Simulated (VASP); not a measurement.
# Zr2Ge2W (R-3m) in VASP: a series of runs

The runs below take Zr2Ge2W through single point, with PBE.

Program: VASP 6.6.1. These are calculated values, not measurements. Logs are shortened: lines on timing, memory, paths and dates and some standing lists are left out, and cuts for length are marked.

**1. The cell of the first run**

The structure is trigonal, space group R-3m (No. 166). Conventional cell: a = 4.868 Å, b = 4.868 Å, c = 15.538 Å, α = 90.00°, β = 90.00°, γ = 120.00°. Zr (site symmetry 3m) has 1 Ge at 2.53 Å and 3 W at 2.81 Å and 3 Zr at 2.82 Å within 3.3 Å. Ge (site symmetry 3m) has 1 Zr at 2.53 Å and 1 W at 2.54 Å and 3 Ge at 2.81 Å within 3.3 Å. W (site symmetry -3m) has 2 Ge at 2.54 Å and 6 Zr at 2.81 Å within 3.3 Å.

The cell was generated, and may not be a known phase.

**2. Single point, PBE**

Contents of INCAR:

```
ALGO = All
EDIFF = 1E-6
ENCUT = 620
GGA = PE
GGA_COMPAT = F
ISEARCH = 1
ISIF = 2
ISMEAR = 0
KPAR = 4
LASPH = T
LCHARG = F
LREAL = F
LWAVE = F
NBANDS = 41
NELM = 300
PREC = Accurate
SIGMA = 0.1
```

Contents of KPOINTS:

```
k-points
0
Gamma
  6 6 6
```

Contents of POSCAR:

```
Zr2Ge2W
1.0
    2.4339087500      1.4052178700      5.1792723100
   -2.4339087500      1.4052178700      5.1792723100
    0.0000000000     -2.8104357400      5.1792723100
Zr Ge W
2 2 1
Direct
    0.3259569400      0.3259569400      0.3259569400
    0.6740430600      0.6740430600      0.6740430600
    0.1632044200      0.1632044200      0.1632044200
    0.8367955800      0.8367955800      0.8367955800
    0.0000000000      0.0000000000      0.0000000000
```

Potentials or basis: VASP PAW PBE potentials, release 64 (Zr_sv, Ge_d, W_sv).

Launch:

```sh
cat potpaw_PBE.64/Zr_sv/POTCAR potpaw_PBE.64/Ge_d/POTCAR potpaw_PBE.64/W_sv/POTCAR > POTCAR
mpirun -np 4 vasp_std > vasp.out
```

OUTCAR:

```text
EDIFF = 1E-6
   ENCUT = 620
   GGA = PE
   ISIF = 2
   ISMEAR = 0
   LASPH = T
   LREAL = F
   NELM = 300
   PREC = Accurate

 ion  position               nearest neighbor table
   1  0.326  0.326  0.326-   3 2.53   5 2.81   5 2.81   5 2.81   2 2.82   2 2.82   2 2.82
   2  0.674  0.674  0.674-   4 2.53   5 2.81   5 2.81   5 2.81   1 2.82   1 2.82   1 2.82
   3  0.163  0.163  0.163-   1 2.53   5 2.54   4 2.81   4 2.81   4 2.81
   4  0.837  0.837  0.837-   2 2.53   5 2.54   3 2.81   3 2.81   3 2.81
   5  0.000  0.000  0.000-   3 2.54   4 2.54   2 2.81   1 2.81   2 2.81   2 2.81   1 2.81   1 2.81

  LATTYP: Found a trigonal (rhomboedric) cell.
 ALAT       =     5.8926573570
 COS(alpha) =     0.6587943599

  Lattice vectors:

 A1 = (   2.4339087500,   1.4052178700,   5.1792723100)
 A2 = (  -2.4339087500,   1.4052178700,   5.1792723100)
 A3 = (   0.0000000000,  -2.8104357400,   5.1792723100)

Analysis of symmetry for initial positions (statically):
=====================================================================
 Subroutine PRICEL returns:
 Original cell was already a primitive cell.

 Routine SETGRP: Setting up the symmetry group for a
 trigonal (rhombohedral) supercell.

 Subroutine GETGRP returns: Found 12 space group operations
 (whereof 12 operations were pure point group operations)
 out of a pool of 12 trial point group operations.

The static configuration has the point symmetry D_3d.

Analysis of symmetry for dynamics (positions and initial velocities):
=====================================================================
 Subroutine PRICEL returns:
 Original cell was already a primitive cell.

 Routine SETGRP: Setting up the symmetry group for a
 trigonal (rhombohedral) supercell.

 Subroutine GETGRP returns: Found 12 space group operations
 (whereof 12 operations were pure point group operations)
 out of a pool of 12 trial point group operations.

The dynamic configuration has the point symmetry D_3d.

 Subroutine INISYM returns: Found 12 space group operations
 (whereof 12 operations are pure point group operations),
 and found     1 'primitive' translations

----------------------------------------------------------------------------------------

                                     Primitive cell

  volume of cell :     106.2840

  direct lattice vectors                    reciprocal lattice vectors
     2.433908750  1.405217870  5.179272310     0.205430873  0.118605570  0.064359106
    -2.433908750  1.405217870  5.179272310    -0.205430873  0.118605570  0.064359106
     0.000000000 -2.810435740  5.179272310     0.000000000 -0.237211140  0.064359106

  length of vectors
     5.892657357  5.892657357  5.892657356     0.245786939  0.245786939  0.245786939

  position of ions in fractional coordinates (direct lattice)
     0.325956940  0.325956940  0.325956940
     0.674043060  0.674043060  0.674043060
     0.163204420  0.163204420  0.163204420
     0.836795580  0.836795580  0.836795580
     0.000000000  0.000000000  0.000000000

  ion indices of the primitive-cell ions
   primitive index   ion index
                 1           1
                 2           2
                 3           3
                 4           4
                 5           5

----------------------------------------------------------------------------------------

 KPOINTS: k-points

Automatic generation of k-mesh.
 Grid dimensions read from file:
 generate k-points for:    6    6    6

 Generating k-lattice:

  Cartesian coordinates                     Fractional coordinates (reciprocal lattice)
     0.034238479  0.019767595  0.010726518     0.166666667  0.000000000  0.000000000
    -0.034238479  0.019767595  0.010726518     0.000000000  0.166666667  0.000000000
     0.000000000 -0.039535190  0.010726518     0.000000000  0.000000000  0.166666667

  Length of vectors
     0.040964490  0.040964490  0.040964490

  Shift w.r.t. Gamma in fractional coordinates (k-lattice)
     0.000000000  0.000000000  0.000000000

 Subroutine IBZKPT returns following result:
 ===========================================

 Found     32 irreducible k-points:

 Following reciprocal coordinates:
            Coordinates               Weight
  0.000000  0.000000  0.000000      1.000000
  0.166667 -0.000000 -0.000000      6.000000
  0.333333  0.000000  0.000000      6.000000
  0.500000  0.000000  0.000000      3.000000
  0.166667  0.166667 -0.000000      6.000000
  0.333333  0.166667  0.000000     12.000000
[... 16 lines left out ...]
  0.500000  0.500000  0.166667      6.000000
 -0.333333  0.500000  0.166667     12.000000
 [... further k-points ...]
   k-points           NKPTS =     32   k-points in BZ     NKDIM =     32   number of bands    NBANDS=     41
   number of dos      NEDOS =    301   number of ions     NIONS =      5
   total plane-waves  NPLWV = 110592
   dimension x,y,z NGX =    48 NGY =   48 NGZ =   48
   dimension x,y,z NGXF=    96 NGYF=   96 NGZF=   96
   ions per type =               2   2   1
   NGX,Y,Z   is equivalent  to a cutoff of  13.54, 13.54, 13.54 a.u.
   NGXF,Y,Z  is equivalent  to a cutoff of  27.08, 27.08, 27.08 a.u.
 SYSTEM =  unknown system
   PREC   = accura    normal or accurate (medium, high low for compatibility)
   ISTART =      0    job   : 0-new  1-cont  2-samecut
   ICHARG =      2    charge: 1-file 2-atom 10-const
   ISPIN  =      1    spin polarized calculation?
   LNONCOLLINEAR =      F non collinear calculations
   LSORBIT =      F    spin-orbit coupling
   LASPH  =      T    aspherical Exc in radial PAW
   ENCUT  =  620.0 eV  45.57 Ry    6.75 a.u.  11.96 11.96 11.96*2*pi/ulx,y,z
   NELM   =    300;   NELMIN=  2; NELMDL= -5     # of ELM steps
   EDIFF  = 0.1E-05   stopping-criterion for ELM
   LREAL  =      F    real-space projection
   EDIFFG = 0.1E-04   stopping-criterion for IOM
   NSW    =      0    number of steps for IOM
   IBRION =     -1    ionic relax: 0-MD 1-quasi-New 2-CG
   NFREE  =      0    steps in history (QN), initial steepest desc. (CG)
   ISIF   =      2    stress and relaxation
   ISYM   =      2    0-nonsym 1-usesym 2-fastsym
   POTIM  = 0.5000    time-step for ionic-motion
   TEBEG  =    0.0;   TEEND  =   0.0 temperature during run
   PSTRESS=    0.0 pullay stress
   NELECT =      66.0000    total number of electrons
   NUPDOWN=      -1.0000    fix difference up-down
   EMIN   =  10.00;   EMAX   =-10.00  energy-range for DOS
   EFERMI =   0.00;   METHOD = LEGACY
   ISMEAR =     0;   SIGMA  =   0.10  broadening in eV -4-tet -1-fermi 0-gaus
   EFERMI_NEDOS =   21; number of points for ismear=-14 and -15
   IALGO  =     58    algorithm
   IMIX   =      4    mixing-type and parameters
     AMIX     =   0.40;   BMIX     =  1.00
     AMIX_MAG =   1.60;   BMIX_MAG =  1.00
  volume/ion in A,a.u.               =      21.26       143.45
  Fermi-wavevector in a.u.,A,eV,Ry     =   1.396690  2.639362 26.541486  1.950744
  Thomas-Fermi vector in A             =   2.520020
   LORBIT       =      0    0 simple, 1 ext, 2 COOP (PROOUT), +10 PAW based schemes
   GGA     = PE    functional components
   LHFCALC =     F    Hartree Fock is set to
   AEXX    =    0.0000 exact exchange contribution
   IVDW    =     0    specifies the selected vdW correction
   LEPSILON=     F    determine dielectric tensor
   LRPA    =     F    only Hartree local field effects (RPA)
 non-spin polarized calculation
 Gauss-broadening in eV      SIGMA  =   0.10
  energy-cutoff  :      620.00
  volume of cell :      106.28
 maximum number of plane-waves:      3749
   NGX = 23   NGY = 23   NGZ = 23

 number of electron      66.0000004 magnetization

 Free energy of the ion-electron system (eV)
  ---------------------------------------------------
  ext. energy  EPLUGINS =         0.00000000
  ---------------------------------------------------
  free energy    TOTEN  =       -35.97722508 eV

  energy without entropy =      -35.95088387  energy(sigma->0) =      -35.96405447

 E-fermi :   7.6062     XC(G=0): -11.0195

 val. band max:        7.5850838866   @ k =   0.1667  -0.0000  -0.0000
 cond. band min:       7.6129009746   @ k =  -0.1667   0.3333   0.1667
 fundamental gap:      0.0278170880
 Fermi energy:         7.6061644213

 k-point     1 :       0.0000    0.0000    0.0000
  band No.  band energies     occupation
      1     -65.7185      2.00000
      2     -40.9826      2.00000
      3     -40.6847      2.00000
      4     -30.1471      2.00000
      5     -29.9696      2.00000
      6     -29.9696      2.00000
[... 33 lines left out ...]
     40       9.8803      0.00000
     41      10.5327      0.00000

 k-point     2 :       0.1667   -0.0000   -0.0000
  band No.  band energies     occupation
      1     -65.7185      2.00000
      2     -40.9664      2.00000
      3     -40.7029      2.00000
      4     -30.1470      2.00000
      5     -29.9706      2.00000
      6     -29.9650      2.00000
[... 33 lines left out ...]
     40      10.0982      0.00000
     41      10.1234      0.00000

 k-point     3 :       0.3333    0.0000    0.0000
  band No.  band energies     occupation
      1     -65.7184      2.00000
      2     -40.9237      2.00000
      3     -40.7496      2.00000
      4     -30.1469      2.00000
      5     -29.9727      2.00000
      6     -29.9554      2.00000
[... 33 lines left out ...]
     40      10.1568      0.00000
     41      10.9037      0.00000

 k-point     4 :       0.5000    0.0000    0.0000
  band No.  band energies     occupation
      1     -65.7184      2.00000
      2     -40.8890      2.00000
      3     -40.7863      2.00000
      4     -30.1468      2.00000
      5     -29.9738      2.00000
      6     -29.9502      2.00000
[... 825 lines left out ...]
     40      10.7757      0.00000
     41      11.1391      0.00000

 k-point    23 :       0.5000    0.5000    0.1667
  band No.  band energies     occupation
      1     -65.7184      2.00000
      2     -40.9237      2.00000
      3     -40.7496      2.00000
      4     -30.1470      2.00000
      5     -29.9727      2.00000
      6     -29.9554      2.00000
[... 33 lines left out ...]
     40      10.7106      0.00000
     41      10.9032      0.00000

 k-point    24 :      -0.3333    0.5000    0.1667
  band No.  band energies     occupation
      1     -65.7184      2.00000
      2     -40.8884      2.00000
      3     -40.7870      2.00000
      4     -30.1469      2.00000
      5     -29.9696      2.00000
      6     -29.9542      2.00000
[... 33 lines left out ...]
     40      11.0519      0.00000
     41      11.3376      0.00000

 [... further k-points ...]

------------------------ aborting loop because EDIFF is reached ----------------------------------------

  FORCE on cell =-STRESS in cart. coord.  units (eV):
  Direction    XX          YY          ZZ          XY          YZ          ZX
  --------------------------------------------------------------------------------------
  -------------------------------------------------------------------------------------
  Total        6.7699813      6.7699813      6.1397377      0.0000000      0.0000000      0.0000000
  in kB      102.0540163    102.0540160     92.5534156      0.0000000      0.0000000      0.0000000
  external PRESSURE =      98.8871493 kB  Pullay stress =       0.0000000 kB

 VOLUME and BASIS-vectors are now :
 -----------------------------------------------------------------------------
  energy-cutoff  :      620.00
  volume of cell :      106.28
      direct lattice vectors                 reciprocal lattice vectors
     2.433908750  1.405217870  5.179272310     0.205430873  0.118605570  0.064359106
    -2.433908750  1.405217870  5.179272310    -0.205430873  0.118605570  0.064359106
     0.000000000 -2.810435740  5.179272310     0.000000000 -0.237211140  0.064359106

 POSITION                                       TOTAL-FORCE (eV/Angst)
 -----------------------------------------------------------------------------------
      0.00000      0.00000      5.06466         0.000000     -0.000000      1.120217
      0.00000      0.00000     10.47316         0.000000     -0.000000     -1.120217
      0.00000      0.00000      2.53584         0.000000      0.000000     -1.865421
      0.00000      0.00000     13.00198         0.000000     -0.000000      1.865421
      0.00000      0.00000      0.00000         0.000000      0.000000     -0.000000
 -----------------------------------------------------------------------------------
    total drift:                               -0.000000      0.000000      0.000000

  FREE ENERGIE OF THE ION-ELECTRON SYSTEM (eV)
  ---------------------------------------------------
  free  energy   TOTEN  =       -35.9772250772 eV

  energy  without entropy=      -35.9508825622  energy(sigma->0) =      -35.96405382
```

Run time: 97 s. Hardware: 4 MPI ranks of Intel Xeon 6975P-C (Granite Rapids), shared host; peak memory 0.58 GiB.

What came out:

* Free energy: -35.9772 eV
* Pressure: 9.9 GPa
* Largest force: 1.865 eV/Å
* Band gap on the k mesh: zero (bands 33 and 34 overlap by 1.25 eV)

Forces on the atoms (eV/Å):
```
Zr   0.000  0.000  1.120
Zr   0.000  0.000 -1.120
Ge   0.000  0.000 -1.865
Ge   0.000  0.000  1.865
W    0.000  0.000  0.000
```

Stress tensor (GPa, compression positive):
```
10.21  0.00  0.00
 0.00 10.21  0.00
 0.00  0.00  9.26
```

Caveat: the cell stands under pressure; spin-orbit coupling is left out, which moves the levels of the heavy elements; forces of over 1 eV/Å act on the atoms, so gaps and moduli don't describe the material at rest.

**3. Single point, PBE**

This run uses another cell than the first one, of 22.18 Å³/atom.

Contents of INCAR:

```
SYSTEM = Zr2Ge2W
PREC     = Accurate       ! precision mode
ENCUT    = 620            ! plane-wave cutoff, eV
EDIFF    = 1E-6           ! SCF threshold, eV
ISMEAR   = 0              ! smearing method
SIGMA    = 0.1            ! smearing width, eV
LREAL    = .FALSE.        ! projectors in reciprocal space
LASPH    = .TRUE.         ! aspherical terms in the spheres
NELM     = 300            ! most SCF steps
ALGO     = All            ! electronic algorithm
ISIF     = 2              ! what is computed and relaxed
LWAVE    = .FALSE.        ! write WAVECAR
LCHARG   = .TRUE.         ! write CHGCAR
GGA      = PE             ! functional
LVHAR    = .TRUE.       
NBANDS   = 41             ! bands
GGA_COMPAT= .FALSE.      
ISEARCH  = 1            
KPAR     = 4
```

Contents of KPOINTS:

```
regular mesh
0
G
  6 6 6
  0 0 0
```

Contents of POSCAR:

```
Zr2Ge2W
1.0
    2.2133069103      1.2778533404      6.5344443441
   -2.2133069103      1.2778533404      6.5344443441
    0.0000000000     -2.5557066809      6.5344443441
Zr Ge W
2 2 1
Direct
    0.2769374597      0.2769374597      0.2769374597
    0.7230625403      0.7230625403      0.7230625403
    0.1329756113      0.1329756113      0.1329756113
    0.8670243887      0.8670243887      0.8670243887
    0.0000000000      0.0000000000      0.0000000000
```

Potentials or basis: VASP PAW PBE potentials, release 64 (Zr_sv, Ge_d, W_sv).

Launch:

```sh
cat potpaw_PBE.64/Zr_sv/POTCAR potpaw_PBE.64/Ge_d/POTCAR potpaw_PBE.64/W_sv/POTCAR > POTCAR
mpirun -np 4 vasp_std > vasp.out
```

It took 3 min on 4 MPI ranks of AMD EPYC 9R45 (Zen 5), shared host; peak memory 0.76 GiB.

The run converged. Its results:

```yaml
Free_energy: -38.7717 eV
Pressure: 0.1 GPa
Largest_force: 0.008 eV/Å
Band_gap_on_the_k_mesh: zero (bands 33 and 34 overlap by 0.33 eV)
```

Forces in eV/Å, atoms in the order of the input:
```
Zr   0.000  0.000 -0.005
Zr   0.000  0.000  0.005
Ge   0.000  0.000  0.008
Ge   0.000  0.000 -0.008
W    0.000  0.000  0.000
```

Levels at points of the mesh, in eV from the Fermi level:
| k point | band 31 | band 32 | band 33 | band 34 | band 35 | band 36 |
| --- | --- | --- | --- | --- | --- | --- |
| (0.00, 0.00, 0.00) | -0.74 | -0.74 | -0.69 | 0.17 | 0.17 | 0.48 |
| (0.50, 0.00, 0.00) | -1.13 | -0.32 | -0.09 | -0.07 | 0.69 | 1.36 |
| (0.50, 0.50, 0.00) | -1.32 | -1.24 | -0.68 | 0.91 | 0.94 | 1.34 |
| (0.50, 0.50, 0.50) | -1.36 | -1.36 | -0.37 | 0.19 | 0.19 | 1.84 |

Caveat: spin-orbit coupling is left out, which moves the levels of the heavy elements.

The gap in the log of VASP goes by the Fermi energy; the results here count the filled bands.